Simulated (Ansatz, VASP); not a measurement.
**GaSb3: VASP beside Ansatz**

```
Sb Ga
1.0
     0.00000    3.73060    3.73060
     3.73060    0.00000    3.73060
     3.73060    3.73060    0.00000
Sb Ga
3 1
Direct
  0.50000 0.50000 0.50000
  0.75000 0.75000 0.75000
  0.25000 0.25000 0.25000
  0.00000 0.00000 0.00000
```

Alike in both runs: task single point; functional LDA; k mesh 6 × 6 × 6; occupations fermi-dirac, width 0.05 eV; no spin polarisation.

|  | VASP | Ansatz |
| --- | --- | --- |
| version | VASP 6.6.1 | Ansatz 0.2.0 |
| potentials or method | VASP PAW LDA potentials, release 64 (Sb, Ga_d), cutoff 520 eV | all-electron LAPW, scalar-relativistic |

```tsv
	VASP	Ansatz	Ansatz less VASP
gap on the k mesh at the Fermi level (eV)	none	none	-
pressure (GPa)	-4.5	-4.5	+0.01
```

LDA's correlation is that of Perdew and Zunger in VASP and of Perdew and Wang (1992) in Ansatz. A gap of «none» marks a metal or a gap that the smearing closes. Ansatz ran all-electron here, and VASP with PAW potentials.

Spin-orbit coupling is off throughout.
